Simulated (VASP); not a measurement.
# Au: single point with PBEsol

Au, a slab with vacuum:

```
Au
1.0
     2.86519    0.00000    0.00000
    -1.43260    2.48133    0.00000
     0.00000    0.00000   24.18587
Au
4
Direct
  0.33333 0.66667 0.35144
  0.66667 0.33333 0.45048
  0.33333 0.66667 0.54864
  0.66667 0.33333 0.64832
```

```json
{
 "Program": "VASP 6.6.1",
 "Task": "single point",
 "Functional": "PBEsol",
 "Potentials or basis": "VASP PAW PBE potentials, release 64 (Au)",
 "Cutoff": "520 eV",
 "k mesh": "12 × 12 × 1",
 "Occupations": "gaussian, width 0.1 eV",
 "Spin": "no spin polarisation"
}
```

```yaml
Largest_force: 0.049 eV/Å
Band_gap_on_the_k_mesh: zero (bands 22 and 23 overlap by 4.80 eV)
```

Forces in eV/Å, atoms in the order of the input:
```
Au   0.000  0.000 -0.044
Au   0.000  0.000  0.049
Au   0.000  0.000  0.004
Au   0.000  0.000 -0.009
```

Levels at points of the mesh, in eV from the Fermi level:
```csv
k point,band 19,band 20,band 21,band 22,band 23,band 24,band 25,band 26
"(0.00, 0.00, 0.00)",-2.71,-2.27,-2.27,-2.15,-2.15,-1.38,-0.08,4.53
"(0.50, 0.00, 0.00)",-1.54,-1.53,0.22,0.38,1.18,1.51,3.85,3.86
```

Run time: 4 min on 1 thread of Intel Xeon 8259CL (shared host), peak memory 0.33 GiB.

Caveat: the PAW data sets were made with another functional, which shifts forces and pressure a little; spin-orbit coupling is left out, which moves the levels of the heavy elements.
